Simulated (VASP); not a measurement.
# Au (Im-3m) in VASP: further runs

The runs below take Au through single point, with PBE.

Everything below comes from runs of VASP 6.6.1. Logs are shortened: lines on timing, memory, paths and dates and some standing lists are left out, and cuts for length are marked.

## 1. The cell of the first run

Symmetry: Im-3m, No. 229, cubic system. Conventional cell: a = 3.315 Å, b = 3.315 Å, c = 3.315 Å, α = 90.00°, β = 90.00°, γ = 90.00°. Within 3.8 Å of Au (site symmetry m-3m) lie 14 Au at 2.87 to 3.31 Å.

## 2. Single point, PBE

File INCAR:

```
SYSTEM = Au
ALGO = Fast ; EDIFF = 1E-6
ENCUT = 520 ; GGA = PE
ISIF = 2 ; ISMEAR = 0
LASPH = .True. ; LCHARG = .False.
LREAL = .False. ; LWAVE = .False.
NBANDS = 12 ; NELM = 80
PREC = Accurate ; SIGMA = 0.05
```

File KPOINTS:

```
k-points
0
Gamma
  14 14 14
  0 0 0
```

File POSCAR:

```
Au
1.0
   -1.6572690000      1.6572690000      1.6572690000
    1.6572690000     -1.6572690000      1.6572690000
    1.6572690000      1.6572690000     -1.6572690000
Au
1
Direct
    0.0000000000      0.0000000000      0.0000000000
```

Potentials or basis: VASP PAW PBE potentials, release 64 (Au).

Run with:

```console
> cat potpaw_PBE.64/Au/POTCAR > POTCAR
> mpirun -np 1 vasp_std > vasp.out
```

OUTCAR:

```text
SYSTEM = Au
   EDIFF = 1E-6
   ENCUT = 520
   GGA = PE
   ISIF = 2
   ISMEAR = 0
   LASPH = .True.
   LREAL = .False.
   NELM = 80
   PREC = Accurate

 ion  position               nearest neighbor table
   1  0.000  0.000  0.000-

  LATTYP: Found a body centered cubic cell.
 ALAT       =     3.3145380000

  Lattice vectors:

 A1 = (  -1.6572690000,   1.6572690000,   1.6572690000)
 A2 = (   1.6572690000,  -1.6572690000,   1.6572690000)
 A3 = (   1.6572690000,   1.6572690000,  -1.6572690000)

Analysis of symmetry for initial positions (statically):
=====================================================================
 Subroutine PRICEL returns:
 Original cell was already a primitive cell.

 Routine SETGRP: Setting up the symmetry group for a
 body centered cubic supercell.

 Subroutine GETGRP returns: Found 48 space group operations
 (whereof 48 operations were pure point group operations)
 out of a pool of 48 trial point group operations.

The static configuration has the point symmetry O_h .

Analysis of symmetry for dynamics (positions and initial velocities):
=====================================================================
 Subroutine PRICEL returns:
 Original cell was already a primitive cell.

 Routine SETGRP: Setting up the symmetry group for a
 body centered cubic supercell.

 Subroutine GETGRP returns: Found 48 space group operations
 (whereof 48 operations were pure point group operations)
 out of a pool of 48 trial point group operations.

The dynamic configuration has the point symmetry O_h .

 Subroutine INISYM returns: Found 48 space group operations
 (whereof 48 operations are pure point group operations),
 and found     1 'primitive' translations

----------------------------------------------------------------------------------------

                                     Primitive cell

  volume of cell :      18.2070

  direct lattice vectors                    reciprocal lattice vectors
    -1.657269000  1.657269000  1.657269000     0.000000000  0.301701172  0.301701172
     1.657269000 -1.657269000  1.657269000     0.301701172  0.000000000  0.301701172
     1.657269000  1.657269000 -1.657269000     0.301701172  0.301701172  0.000000000

  length of vectors
     2.870474110  2.870474110  2.870474110     0.426669890  0.426669890  0.426669890

  position of ions in fractional coordinates (direct lattice)
     0.000000000  0.000000000  0.000000000

  ion indices of the primitive-cell ions
   primitive index   ion index
                 1           1

----------------------------------------------------------------------------------------

 KPOINTS: k-points

Automatic generation of k-mesh.
 Grid dimensions read from file:
 generate k-points for:   14   14   14

 Generating k-lattice:

  Cartesian coordinates                     Fractional coordinates (reciprocal lattice)
     0.000000000  0.021550084  0.021550084     0.071428571  0.000000000  0.000000000
     0.021550084  0.000000000  0.021550084     0.000000000  0.071428571  0.000000000
     0.021550084  0.021550084  0.000000000     0.000000000  0.000000000  0.071428571

  Length of vectors
     0.030476421  0.030476421  0.030476421

  Shift w.r.t. Gamma in fractional coordinates (k-lattice)
     0.000000000  0.000000000  0.000000000

 Subroutine IBZKPT returns following result:
 ===========================================

 Found    104 irreducible k-points:

 Following reciprocal coordinates:
            Coordinates               Weight
  0.000000  0.000000  0.000000      1.000000
  0.071429  0.000000  0.000000     12.000000
  0.142857  0.000000  0.000000     12.000000
  0.214286  0.000000  0.000000     12.000000
  0.285714  0.000000  0.000000     12.000000
  0.357143  0.000000  0.000000     12.000000
[... 16 lines left out ...]
  0.285714  0.285714  0.000000     24.000000
  0.357143  0.285714 -0.000000     24.000000
 [... further k-points ...]
   k-points           NKPTS =    104   k-points in BZ     NKDIM =    104   number of bands    NBANDS=     12
   number of dos      NEDOS =    301   number of ions     NIONS =      1
   total plane-waves  NPLWV =  13824
   dimension x,y,z NGX =    24 NGY =   24 NGZ =   24
   dimension x,y,z NGXF=    48 NGYF=   48 NGZF=   48
   ions per type =               1
   NGX,Y,Z   is equivalent  to a cutoff of  13.90, 13.90, 13.90 a.u.
   NGXF,Y,Z  is equivalent  to a cutoff of  27.80, 27.80, 27.80 a.u.
 SYSTEM =  Au
   PREC   = accura    normal or accurate (medium, high low for compatibility)
   ISTART =      0    job   : 0-new  1-cont  2-samecut
   ICHARG =      2    charge: 1-file 2-atom 10-const
   ISPIN  =      1    spin polarized calculation?
   LNONCOLLINEAR =      F non collinear calculations
   LSORBIT =      F    spin-orbit coupling
   LASPH  =      T    aspherical Exc in radial PAW
   ENCUT  =  520.0 eV  38.22 Ry    6.18 a.u.   5.34  5.34  5.34*2*pi/ulx,y,z
   NELM   =     80;   NELMIN=  2; NELMDL= -5     # of ELM steps
   EDIFF  = 0.1E-05   stopping-criterion for ELM
   LREAL  =      F    real-space projection
   EDIFFG = 0.1E-04   stopping-criterion for IOM
   NSW    =      0    number of steps for IOM
   IBRION =     -1    ionic relax: 0-MD 1-quasi-New 2-CG
   NFREE  =      0    steps in history (QN), initial steepest desc. (CG)
   ISIF   =      2    stress and relaxation
   ISYM   =      2    0-nonsym 1-usesym 2-fastsym
   POTIM  = 0.5000    time-step for ionic-motion
   TEBEG  =    0.0;   TEEND  =   0.0 temperature during run
   PSTRESS=    0.0 pullay stress
   NELECT =      11.0000    total number of electrons
   NUPDOWN=      -1.0000    fix difference up-down
   EMIN   =  10.00;   EMAX   =-10.00  energy-range for DOS
   EFERMI =   0.00;   METHOD = LEGACY
   ISMEAR =     0;   SIGMA  =   0.05  broadening in eV -4-tet -1-fermi 0-gaus
   EFERMI_NEDOS =   21; number of points for ismear=-14 and -15
   IALGO  =     68    algorithm
   IMIX   =      4    mixing-type and parameters
     AMIX     =   0.40;   BMIX     =  1.00
     AMIX_MAG =   1.60;   BMIX_MAG =  1.00
  volume/ion in A,a.u.               =      18.21       122.87
  Fermi-wavevector in a.u.,A,eV,Ry     =   1.383968  2.615320 26.060157  1.915367
  Thomas-Fermi vector in A             =   2.508516
   LORBIT       =      0    0 simple, 1 ext, 2 COOP (PROOUT), +10 PAW based schemes
   GGA     = PE    functional components
   LHFCALC =     F    Hartree Fock is set to
   AEXX    =    0.0000 exact exchange contribution
   IVDW    =     0    specifies the selected vdW correction
   LEPSILON=     F    determine dielectric tensor
   LRPA    =     F    only Hartree local field effects (RPA)
 non-spin polarized calculation
 RMM-DIIS sequential band-by-band and
 Gauss-broadening in eV      SIGMA  =   0.05
  energy-cutoff  :      520.00
  volume of cell :       18.21
 maximum number of plane-waves:       498
 NGX is ok and might be reduce to    24
   NGX = 11   NGY = 11   NGZ = 11

 number of electron      10.9999998 magnetization

 Free energy of the ion-electron system (eV)
  ---------------------------------------------------
  ext. energy  EPLUGINS =         0.00000000
  ---------------------------------------------------
  free energy    TOTEN  =        -3.19530823 eV

  energy without entropy =       -3.19498760  energy(sigma->0) =       -3.19514791

 E-fermi :   8.4812     XC(G=0): -12.3281

 val. band max:        8.4253631818   @ k =  -0.4286   0.4286   0.1429
 cond. band min:       8.5010006763   @ k =   0.3571   0.0714   0.0714
 fundamental gap:      0.0756374945
 Fermi energy:         8.4812351844

 k-point     1 :       0.0000    0.0000    0.0000
  band No.  band energies     occupation
      1      -0.7567      2.00000
      2       3.8774      2.00000
      3       3.8774      2.00000
      4       3.8774      2.00000
      5       5.6154      2.00000
      6       5.6154      2.00000
      7      24.9113      0.00000
      8      24.9113      0.00000
      9      24.9113      0.00000
     10      31.5655      0.00000
     11      31.5655      0.00000
     12      31.5655      0.00000

 k-point     2 :       0.0714    0.0000    0.0000
  band No.  band energies     occupation
      1      -0.5794      2.00000
      2       3.8240      2.00000
      3       3.8828      2.00000
      4       3.9976      2.00000
      5       5.5528      2.00000
      6       5.6190      2.00000
      7      24.8314      0.00000
      8      24.9393      0.00000
      9      25.1272      0.00000
     10      29.8754      0.00000
     11      30.0012      0.00000
     12      30.9117      0.00000

 k-point     3 :       0.1429    0.0000    0.0000
  band No.  band energies     occupation
      1      -0.0706      2.00000
      2       3.6780      2.00000
      3       3.8945      2.00000
      4       4.3476      2.00000
      5       5.4194      2.00000
      6       5.6321      2.00000
      7      23.9656      0.00000
      8      24.7228      0.00000
      9      25.7433      0.00000
     10      28.0651      0.00000
     11      28.8556      0.00000
     12      29.2886      0.00000

 k-point     4 :       0.2143    0.0000    0.0000
  band No.  band energies     occupation
      1       0.6730      2.00000
      2       3.4748      2.00000
      3       3.9501      2.00000
      4       4.8918      2.00000
      5       5.3315      2.00000
      6       5.6575      2.00000
      7      21.5543      0.00000
      8      23.8153      0.00000
      9      26.6663      0.00000
     10      27.2586      0.00000
     11      27.7793      0.00000
     12      29.1137      0.00000

 k-point     5 :       0.2857    0.0000    0.0000
  band No.  band energies     occupation
      1       1.3828      2.00000
      2       3.2589      2.00000
      3       4.2959      2.00000
      4       5.3573      2.00000
      5       5.5622      2.00000
      6       5.6953      2.00000
      7      18.5776      0.00000
      8      22.6331      0.00000
      9      25.2302      0.00000
     10      27.7424      0.00000
     11      28.1610      0.00000
     12      30.4076      0.00000
[... 228 lines left out ...]
      1       2.4444      2.00000
      2       3.2820      2.00000
      3       4.1873      2.00000
      4       5.4121      2.00000
      5       5.8973      2.00000
      6       8.8109      0.00000
      7      14.4612      0.00000
      8      17.7666      0.00000
      9      22.3568      0.00000
     10      27.9790      0.00000
     11      30.6372      0.00000
     12      33.8011      0.00000

 k-point    22 :       0.3571    0.2143   -0.0000
  band No.  band energies     occupation
      1       2.4386      2.00000
      2       3.2250      2.00000
      3       4.4987      2.00000
      4       5.4983      2.00000
      5       6.0296      2.00000
      6      10.4288      0.00000
      7      12.3354      0.00000
      8      17.0482      0.00000
      9      22.0779      0.00000
     10      28.5776      0.00000
     11      30.0951      0.00000
     12      33.6386      0.00000

 k-point    23 :       0.2857    0.2857    0.0000
  band No.  band energies     occupation
      1       2.5889      2.00000
      2       3.4440      2.00000
      3       4.0894      2.00000
      4       5.5536      2.00000
      5       5.9043      2.00000
      6      10.3881      0.00000
      7      13.3978      0.00000
      8      15.8124      0.00000
      9      22.3248      0.00000
     10      28.2930      0.00000
     11      29.9418      0.00000
     12      34.9663      0.00000

 k-point    24 :       0.3571    0.2857   -0.0000
  band No.  band energies     occupation
      1       2.6182      2.00000
      2       3.5345      2.00000
      3       4.0372      2.00000
      4       5.6548      2.00000
      5       5.8894      2.00000
      6      11.4943      0.00000
      7      12.6810      0.00000
      8      14.8984      0.00000
      9      22.3283      0.00000
     10      28.6986      0.00000
     11      29.3554      0.00000
     12      34.9952      0.00000

 [... further k-points ...]
[... 5 lines left out ...]
  --------------------------------------------------------------------------------------
  -------------------------------------------------------------------------------------
  Total       -0.2197941     -0.2197941     -0.2197941      0.0000000     -0.0000000      0.0000000
  in kB      -19.3413868    -19.3413868    -19.3413868      0.0000000     -0.0000000      0.0000000
  external PRESSURE =     -19.3413868 kB  Pullay stress =       0.0000000 kB

 VOLUME and BASIS-vectors are now :
 -----------------------------------------------------------------------------
  energy-cutoff  :      520.00
  volume of cell :       18.21
      direct lattice vectors                 reciprocal lattice vectors
    -1.657269000  1.657269000  1.657269000     0.000000000  0.301701172  0.301701172
     1.657269000 -1.657269000  1.657269000     0.301701172  0.000000000  0.301701172
     1.657269000  1.657269000 -1.657269000     0.301701172  0.301701172  0.000000000

 POSITION                                       TOTAL-FORCE (eV/Angst)
 -----------------------------------------------------------------------------------
      0.00000      0.00000      0.00000         0.000000      0.000000      0.000000
 -----------------------------------------------------------------------------------
    total drift:                               -0.000000      0.000000      0.000000

  FREE ENERGIE OF THE ION-ELECTRON SYSTEM (eV)
  ---------------------------------------------------
  free  energy   TOTEN  =        -3.1953082302 eV

  energy  without entropy=       -3.1949875966  energy(sigma->0) =       -3.19514791
```

Run time: 17 s. Hardware: 1 thread of AMD EPYC 7R13 (Zen 3), shared host; peak memory 0.12 GiB.

Results:

* Free energy: -3.1953 eV
* Pressure: -1.9 GPa

Caveat: spin-orbit coupling is left out, which moves the levels of the heavy elements.

## 3. Single point, PBE

File INCAR:

```
ALGO = Normal
EDIFF = 1E-6
ENCUT = 520
GGA = PE
ISIF = 2
ISMEAR = 0
LASPH = True
LCHARG = True
LELF = True
LREAL = False
LVHAR = True
LWAVE = False
NBANDS = 12
NELM = 60
PREC = Accurate
SIGMA = 0.05
```

File KPOINTS:

```
k-points
0
Gamma
  14 14 14
```

POSCAR is that of step 2.

Potentials or basis: VASP PAW PBE potentials, release 64 (Au).

Run with:

```console
> cat potpaw_PBE.64/Au/POTCAR > POTCAR
> mpirun -np 1 vasp_std > vasp.out
```

Wall time 15 s (1 thread of AMD EPYC 7R13 (Zen 3), shared host); peak memory 0.12 GiB.

It converged, with:

```
Free energy : -3.1953 eV
Pressure    : -2.0 GPa
```

Levels at points of the mesh, in eV from the Fermi level:
```csv
k point,band 2,band 3,band 4,band 5,band 6,band 7,band 8,band 9
"(0.00, 0.00, 0.00)",-4.60,-4.60,-4.60,-2.87,-2.87,16.43,16.43,16.43
"(0.50, 0.00, 0.00)",-5.58,-3.00,-2.69,-1.50,-0.42,3.12,12.27,13.39
"(0.50, 0.50, 0.50)",-6.34,-1.84,-1.84,-1.84,6.17,6.17,6.17,8.89
```

Caveat: spin-orbit coupling is left out, which moves the levels of the heavy elements.

## 4. Single point, PBE

This run uses another cell than the first one, of 19.30 Å³/atom, 1.060 times its volume.

File INCAR:

```
SYSTEM = Au
PREC = Accurate ; ENCUT = 520
EDIFF = 1E-6 ; ISMEAR = 0
SIGMA = 0.05 ; LREAL = .False.
LASPH = .True. ; NELM = 60
ALGO = Normal ; ISIF = 2
LWAVE = .False. ; LCHARG = .False.
GGA = PE ; NBANDS = 12
```

File KPOINTS:

```
Automatic mesh
0
Gamma
  14 14 14
  0 0 0
```

File POSCAR:

```
Au
1.0
   -1.6897727226      1.6897727226      1.6897727226
    1.6897727226     -1.6897727226      1.6897727226
    1.6897727226      1.6897727226     -1.6897727226
Au
1
Direct
    0.0000000000      0.0000000000      0.0000000000
```

Potentials or basis: VASP PAW PBE potentials, release 64 (Au).

Run with:

```console
> cat potpaw_PBE.64/Au/POTCAR > POTCAR
> mpirun -np 1 vasp_std > vasp.out
```

OUTCAR:

```text
SYSTEM = Au
   PREC = Accurate
   ENCUT = 520
   EDIFF = 1E-6
   ISMEAR = 0
   LREAL = .False.
   LASPH = .True.
   NELM = 60
   ISIF = 2
   GGA = PE

 ion  position               nearest neighbor table
   1  0.000  0.000  0.000-

  LATTYP: Found a body centered cubic cell.
 ALAT       =     3.3795454452

  Lattice vectors:

 A1 = (  -1.6897727226,   1.6897727226,   1.6897727226)
 A2 = (   1.6897727226,  -1.6897727226,   1.6897727226)
 A3 = (   1.6897727226,   1.6897727226,  -1.6897727226)

[... 530 lines left out ...]
      4       4.9048      2.00000
      5       5.1170      2.00000
      6      10.3923      0.00000
      7      11.6832      0.00000
      8      13.8049      0.00000
      9      21.0580      0.00000
     10      27.4455      0.00000
     11      28.1217      0.00000
     12      33.2230      0.00000

 [... further k-points ...]
[... 5 lines left out ...]
  --------------------------------------------------------------------------------------
  -------------------------------------------------------------------------------------
  Total       -0.9719471     -0.9719471     -0.9719471      0.0000000      0.0000000     -0.0000000
  in kB      -80.6878843    -80.6878843    -80.6878843      0.0000000      0.0000000     -0.0000000
  external PRESSURE =     -80.6878843 kB  Pullay stress =       0.0000000 kB

 VOLUME and BASIS-vectors are now :
 -----------------------------------------------------------------------------
  energy-cutoff  :      520.00
  volume of cell :       19.30
      direct lattice vectors                 reciprocal lattice vectors
    -1.689772723  1.689772723  1.689772723     0.000000000  0.295897782  0.295897782
     1.689772723 -1.689772723  1.689772723     0.295897782  0.000000000  0.295897782
     1.689772723  1.689772723 -1.689772723     0.295897782  0.295897782  0.000000000

 POSITION                                       TOTAL-FORCE (eV/Angst)
 -----------------------------------------------------------------------------------
      0.00000      0.00000      0.00000        -0.000000      0.000000     -0.000000
 -----------------------------------------------------------------------------------
    total drift:                               -0.000000      0.000000      0.000000

  FREE ENERGIE OF THE ION-ELECTRON SYSTEM (eV)
  ---------------------------------------------------
  free  energy   TOTEN  =        -3.1598036894 eV

  energy  without entropy=       -3.1585431217  energy(sigma->0) =       -3.15917341
```

stdout:

```text
POSCAR found type information on POSCAR Au
 POSCAR found :  1 types and       1 ions
 scaLAPACK will be used
 LDA part: xc-table for (Slater+PW92), standard interpolation
 POSCAR, INCAR and KPOINTS ok, starting setup
 FFT: planning ... GRIDC
 FFT: planning ... GRID_SOFT
 FFT: planning ... GRID
 WAVECAR not read
 entering main loop
```

Run time: 14 s. Hardware: 1 thread of AMD EPYC 7R13 (Zen 3), shared host; peak memory 0.12 GiB.

Results:

* Free energy: -3.1598 eV
* Pressure: -8.1 GPa

Caveat: spin-orbit coupling is left out, which moves the levels of the heavy elements.
